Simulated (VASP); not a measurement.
# V (Im-3m) in VASP: a series of runs, part 2 of 2

VASP 6.6.1.

## (4) Relaxation of cell and atoms, PBE+D4, collinear spin, ferromagnetic start

Input file INCAR:

```
SYSTEM = V
  PREC = Accurate
  ENCUT = 600
  EDIFF = 1E-6
  ISMEAR = -1
  SIGMA = 0.05
  LREAL = .FALSE.
  LASPH = .TRUE.
  NELM = 150
  ALGO = Normal
  ISIF = 3
  LWAVE = .FALSE.
  LCHARG = .FALSE.
  ISPIN = 2
  MAGMOM = 2
  LORBIT = 11
  LMAXMIX = 4
  GGA = PE
  IVDW = 13
  IBRION = 2
  NSW = 80
  EDIFFG = -0.005
```

Input file KPOINTS:

```
regular mesh
0
G
  12 12 12
  0 0 0
```

Input file POSCAR:

```
V
1.0
   -1.5143500000      1.5143500000      1.5143500000
    1.5143500000     -1.5143500000      1.5143500000
    1.5143500000      1.5143500000     -1.5143500000
V
1
Direct
    0.0000000000      0.0000000000      0.0000000000
```

Potentials or basis: VASP PAW PBE potentials, release 64 (V_sv).

The run is started by

```sh
> cat potpaw_PBE.64/V_sv/POTCAR > POTCAR
> mpirun -np 1 vasp_std > vasp.out
```

OUTCAR:

```text
SYSTEM = V
   PREC = Accurate
   ENCUT = 600
   EDIFF = 1E-6
   ISMEAR = -1
   LREAL = .FALSE.
   LASPH = .TRUE.
   NELM = 150
   ISIF = 3
   ISPIN = 2
   LORBIT = 11
   GGA = PE
   IVDW = 13
   IBRION = 2
   NSW = 80
   EDIFFG = -0.005

 ion  position               nearest neighbor table
   1  0.000  0.000  0.000-

  LATTYP: Found a body centered cubic cell.
 ALAT       =     3.0287000000

  Lattice vectors:

 A1 = (  -1.5143500000,   1.5143500000,   1.5143500000)
 A2 = (   1.5143500000,  -1.5143500000,   1.5143500000)
 A3 = (   1.5143500000,   1.5143500000,  -1.5143500000)

Analysis of symmetry for initial positions (statically):
=====================================================================
 Subroutine PRICEL returns:
 Original cell was already a primitive cell.

 Routine SETGRP: Setting up the symmetry group for a
 body centered cubic supercell.

 Subroutine GETGRP returns: Found 48 space group operations
 (whereof 48 operations were pure point group operations)
 out of a pool of 48 trial point group operations.

The static configuration has the point symmetry O_h .

Analysis of symmetry for dynamics (positions and initial velocities):
=====================================================================
 Subroutine PRICEL returns:
 Original cell was already a primitive cell.

 Routine SETGRP: Setting up the symmetry group for a
 body centered cubic supercell.

 Subroutine GETGRP returns: Found 48 space group operations
 (whereof 48 operations were pure point group operations)
[... 201 lines left out ...]

 number of electron      13.0000003 magnetization       0.0000049

 E-fermi :  10.7655     XC(G=0): -13.3503

 val. band max:       10.7408753151   @ k =  -0.4167   0.5000   0.0833
 cond. band min:      10.7697568087   @ k =  -0.3333   0.3333   0.1667
 fundamental gap:      0.0288814936
 Fermi energy:        10.7654582157

 spin component 1

 k-point     1 :       0.0000    0.0000    0.0000
  band No.  band energies     occupation
      1     -52.8526      1.00000
      2     -26.0040      1.00000
      3     -26.0040      1.00000
      4     -26.0040      1.00000
      5       4.0146      1.00000
      6      11.1981      0.00017
      7      11.1981      0.00017
      8      11.1981      0.00017
      9      13.4239      0.00000
     10      13.4239      0.00000
     11      31.8888      0.00000
[... 784 lines left out ...]
 number of electron      12.9999997 magnetization      -0.0000000

 number of electron      12.9999997 magnetization       0.0000002

 Free energy of the ion-electron system (eV)
  ---------------------------------------------------
  ext. energy  EPLUGINS =         0.00000000
  ---------------------------------------------------
  free energy    TOTEN  =        -8.99107056 eV

  energy without entropy =       -8.97315034  energy(sigma->0) =       -8.98211045

 E-fermi :   9.9583     XC(G=0): -13.0148

 val. band max:        9.9463345630   @ k =  -0.4167   0.5000   0.1667
 cond. band min:       9.9925966372   @ k =  -0.3333   0.3333   0.1667
 fundamental gap:      0.0462620742
 Fermi energy:         9.9582830228

 spin component 1

 k-point     1 :       0.0000    0.0000    0.0000
  band No.  band energies     occupation
      1     -53.7239      1.00000
      2     -26.9911      1.00000
      3     -26.9911      1.00000
      4     -26.9911      1.00000
      5       3.3346      1.00000
      6      10.3855      0.00019
      7      10.3855      0.00019
      8      10.3855      0.00019
      9      12.4477      0.00000
     10      12.4477      0.00000
     11      30.6116      0.00000
[... 694 lines left out ...]
  FREE ENERGIE OF THE ION-ELECTRON SYSTEM (eV)
  ---------------------------------------------------
  free  energy   TOTEN  =        -9.3251949259 eV

  energy  without entropy=       -9.3072747066  energy(sigma->0) =       -9.31623482

 reached required accuracy - stopping structural energy minimisation

 total charge

# of ion       s       p       d       tot
------------------------------------------
    1        2.347   6.227   3.114  11.689

 magnetization (x)

# of ion       s       p       d       tot
------------------------------------------
    1       -0.000   0.000  -0.000  -0.000
```

OSZICAR:

```text
N       E                     dE             d eps       ncg     rms          rms(c)
DAV:   1     0.994937892289E+02    0.99494E+02   -0.78111E+03  3168   0.143E+03
DAV:   2    -0.830422452050E+01   -0.10780E+03   -0.10487E+03  3198   0.367E+02
DAV:   3    -0.985549973078E+01   -0.15513E+01   -0.15425E+01  3431   0.521E+01
[... 39 lines left out ...]
       N       E                     dE             d eps       ncg     rms          rms(c)
DAV:   1    -0.899137319523E+01   -0.67182E-03   -0.52750E-03  3168   0.128E+00    0.191E-01
DAV:   2    -0.899107467862E+01    0.29852E-03   -0.98000E-04  3186   0.500E-01    0.409E-02
DAV:   3    -0.899107134293E+01    0.33357E-05   -0.58861E-06  3249   0.382E-02    0.207E-02
DAV:   4    -0.899107055739E+01    0.78555E-06   -0.29815E-06  3217   0.231E-02
   5 F= -.93251949E+01 E0= -.93162348E+01  d E =0.424377E-06  mag=    -0.0000
```

Run time: 2.2 min. Hardware: 1 thread of Intel Xeon 8259CL, shared host; peak memory 0.17 GiB.

What came out:

| Property | Result |
| --- | --- |
| Free energy | -9.3252 eV |
| Relaxed volume | 13.20 Å³/atom |
| Relaxed cell | a = 2.578 Å, b = 2.578 Å, c = 2.578 Å, α = 109.47°, β = 109.47°, γ = 109.47° |
| Space group after relaxing (to 0.1 Å) | Im-3m (No. 229) |
| Energy gained by relaxing | 20.1 meV/atom |
| Ionic steps | 5 |
| Pressure after relaxing | -0.1 GPa |
| Net moment | 0.00 μB per cell |
| Valence electrons inside the program's atomic spheres | V 11.69 |
| Dispersion energy per atom | -0.334 eV |

Step by step:
```csv
step,energy change (eV),largest force (eV/Å),pressure (GPa),volume (Å³)
1,0.0000,0.0000,-8.79,13.89
2,0.0088,0.0000,12.60,12.41
3,-0.0201,0.0000,-0.10,13.20
4,-0.0201,0.0000,0.11,13.18
5,-0.0201,0.0000,-0.06,13.20
```

Final structure:
```
CELL_PARAMETERS angstrom
-1.48869 1.48869 1.48869
1.48869 -1.48869 1.48869
1.48869 1.48869 -1.48869
ATOMIC_POSITIONS crystal
V 0.00000 0.00000 0.00000
```

Levels at points of the mesh, in eV from the Fermi level:
Spin up:
```tsv
k point	band 3	band 4	band 5	band 6	band 7	band 8	band 9	band 10
(0.00, 0.00, 0.00)	-36.95	-36.95	-6.62	0.43	0.43	0.43	2.49	2.49
(0.50, 0.00, 0.00)	-37.25	-36.96	-3.23	-1.16	1.72	2.50	2.86	4.24
(0.50, 0.50, 0.50)	-37.60	-37.60	-3.08	-3.08	3.83	3.83	3.83	10.41
```
Spin down:
```
           k point  band 2  band 3  band 4  band 5  band 6  band 7  band 8  band 9  band 10  band 11
(0.00, 0.00, 0.00)  -36.95  -36.95  -36.95   -6.62    0.43    0.43    0.43    2.49     2.49    20.65
(0.50, 0.00, 0.00)  -37.91  -37.25  -36.96   -3.23   -1.16    1.72    2.50    2.86     4.24    10.44
(0.50, 0.50, 0.50)  -37.60  -37.60  -37.60   -3.08   -3.08    3.83    3.83    3.83    10.41    10.41
```

## (5) Relaxation of cell and atoms, BLYP+D3(BJ), collinear spin, ferromagnetic start

Input file INCAR:

```
AGGAC = 1.0 ; AGGAX = 1.0
ALDAC = 0.0 ; ALDAX = 1.0
ALGO = Normal ; EDIFF = 1E-6
EDIFFG = -0.01 ; ENCUT = 600
GGA = B5 ; IBRION = 2
ISIF = 3 ; ISMEAR = -1
ISPIN = 2 ; IVDW = 12
LASPH = True ; LCHARG = False
LMAXMIX = 4 ; LORBIT = 11
LREAL = False ; LWAVE = False
MAGMOM = 2 ; NELM = 150
NSW = 80 ; PREC = Accurate
SIGMA = 0.05 ; VDW_A1 = 0.4298
VDW_A2 = 4.2359 ; VDW_S6 = 1.0
VDW_S8 = 2.6996
```

Input file KPOINTS:

```
k-points
0
Gamma
  12 12 12
```

POSCAR is that of step 4.

The run is started by

```sh
> cat potpaw_PBE.64/V_sv/POTCAR > POTCAR
> mpirun -np 1 vasp_std > vasp.out
```

Run time: 2.2 min. Hardware: 1 thread of Intel Xeon 8259CL, shared host; peak memory 0.18 GiB.

The run converged. Its results:

| Item | Value |
| --- | --- |
| Free energy | -9.4934 eV |
| Relaxed volume | 12.34 Å³/atom |
| Relaxed cell | a = 2.521 Å, b = 2.521 Å, c = 2.521 Å, α = 109.47°, β = 109.47°, γ = 109.47° |
| Space group after relaxing (to 0.1 Å) | Im-3m (No. 229) |
| Energy gained by relaxing | 103.5 meV/atom |
| Ionic steps | 4 |
| Pressure after relaxing | 0.0 GPa |
| Net moment | 0.00 μB per cell |
| Valence electrons inside the program's atomic spheres | V 11.88 |
| Dispersion energy per atom | -1.750 eV |

Step by step:
| step | energy change (eV) | largest force (eV/Å) | pressure (GPa) | volume (Å³) |
| --- | --- | --- | --- | --- |
| 1 | 0.0000 | 0.0000 | -19.32 | 13.89 |
| 2 | 0.0560 | 0.0000 | 37.21 | 10.79 |
| 3 | -0.1034 | 0.0000 | -0.78 | 12.38 |
| 4 | -0.1035 | 0.0000 | -0.05 | 12.34 |

Final structure:
```yaml
crystal:
  lattice:
    - [-1.45571, 1.45571, 1.45571]
    - [1.45571, -1.45571, 1.45571]
    - [1.45571, 1.45571, -1.45571]
  atoms:
    - { symbol: V, position: [0.00000, 0.00000, 0.00000] }
```

Levels at points of the mesh, in eV from the Fermi level:
Spin up:
| k point | band 3 | band 4 | band 5 | band 6 | band 7 | band 8 | band 9 | band 10 |
| --- | --- | --- | --- | --- | --- | --- | --- | --- |
| (0.00, 0.00, 0.00) | -36.68 | -36.68 | -6.57 | 0.35 | 0.35 | 0.35 | 2.61 | 2.61 |
| (0.50, 0.00, 0.00) | -37.05 | -36.69 | -3.45 | -1.36 | 2.21 | 2.63 | 3.03 | 4.52 |
| (0.50, 0.50, 0.50) | -37.49 | -37.49 | -3.40 | -3.40 | 4.07 | 4.07 | 4.07 | 11.22 |
Spin down:
```tsv
k point	band 2	band 3	band 4	band 5	band 6	band 7	band 8	band 9	band 10	band 11
(0.00, 0.00, 0.00)	-36.68	-36.68	-36.68	-6.57	0.35	0.35	0.35	2.61	2.61	21.35
(0.50, 0.00, 0.00)	-37.88	-37.05	-36.69	-3.45	-1.36	2.21	2.63	3.03	4.52	11.35
(0.50, 0.50, 0.50)	-37.49	-37.49	-37.49	-3.40	-3.40	4.07	4.07	4.07	11.22	11.22
```

Caveat: the PAW data sets were made with another functional, which shifts forces and pressure a little.

## (6) Summary

```csv
task,level,cell,cutoff (eV),smearing,gap on the mesh (eV),pressure (GPa),moment (μB),relaxed volume (Å³/atom)
single point,PBE,as given,520,gaussian 0.012 eV,none,-5.0,0.12,-
relaxation of cell and atoms,PBE,relaxed,600,fermi-dirac 0.05 eV,none,0.0,0.00,13.47
relaxation of cell and atoms,PBE+D4,relaxed,600,fermi-dirac 0.05 eV,none,-0.1,0.00,13.20
relaxation of cell and atoms,BLYP+D3(BJ),relaxed,600,fermi-dirac 0.05 eV,none,0.0,0.00,12.34
```

Alike in all rows: potentials or basis VASP PAW PBE potentials, release 64 (V_sv); spin collinear, ferromagnetic start; k mesh 12 × 12 × 12.

Caveats: the cell stands under tension (at least some runs); the PAW data sets were made with another functional, which shifts forces and pressure a little (at least some runs).

Absolute energies hang on the potentials; compare differences alone.
